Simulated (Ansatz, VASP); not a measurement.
**One calculation of HfB, two programs**

Contents of INCAR:

```
SYSTEM = HfB
ALGO = Normal
EDIFF = 1E-6
ENCUT = 520
GGA = PS
ISIF = 2
ISMEAR = 0
LASPH = .True.
LCHARG = .False.
LREAL = .False.
LWAVE = .False.
NBANDS = 21
NELM = 60
PREC = Accurate
SIGMA = 0.1
```

The input KPOINTS:

```
k-points
0
Gamma
  16 16 12
  0 0 0
```

Contents of POSCAR:

```
HfB
1.0
    2.4657660996      2.4657660996      0.0000000000
   -2.4657660996      2.4657660996      0.0000000000
    0.0000000000      0.0000000000      4.9315321992
Hf B
2 2
Direct
    0.5000000000      0.5000000000      0.0000000000
    0.0000000000      0.0000000000      0.5000000000
    0.0000000000      0.0000000000      0.0000000000
    0.5000000000      0.5000000000      0.5000000000
```

Input for Ansatz:

```yaml
crystal:
  lattice:
    - [2.4657660996, 2.4657660996, 0.0]
    - [-2.4657660996, 2.4657660996, 0.0]
    - [0.0, 0.0, 4.9315321992]
  atoms:
    - { symbol: Hf, position: [0.5, 0.5, 0.0] }
    - { symbol: Hf, position: [0.0, 0.0, 0.5] }
    - { symbol: B, position: [0.0, 0.0, 0.0] }
    - { symbol: B, position: [0.5, 0.5, 0.5] }
basis:
  ecutwfc: 420
kpoints:
  mp_grid: { grid: [16, 16, 12] }
hamiltonian:
  xc: pbesol
scf:
  occupations: { method: gaussian, width: 0.1 }
output:
  forces: true
  stress: true
  eigenvalues: true
```

Change from the starting cell: equal strain along all axes, cell held, atoms relaxed: +3.0 %.

Alike in both runs: task single point; functional PBEsol; k mesh 16 × 16 × 12; occupations gaussian, width 0.1 eV; no spin polarisation.

```csv
,VASP,Ansatz
version,VASP 6.6.1,Ansatz 0.2.0
potentials or method,"VASP PAW PBE potentials, release 64 (Hf_pv, B), cutoff 520 eV","scalar-relativistic, plane waves, PAW"
valence electrons in the cell,26,58
```

VASP gave:

| Property | Result |
| --- | --- |
| gap on the k mesh at the Fermi level (eV) | none |
| pressure (GPa) | -13.4 |

Task: What did Ansatz give for the same quantities?

Result: gap on the k mesh at the Fermi level (eV): none; pressure (GPa): -13.5.

VASP's potentials were made for PBE, not for PBEsol. A gap of «none» marks a metal or a gap that the smearing closes. VASP's potentials hold 26 valence electrons a cell and Ansatz's 58, so a difference there can come from the potentials and not from the codes.

Neither program's run includes spin-orbit coupling.
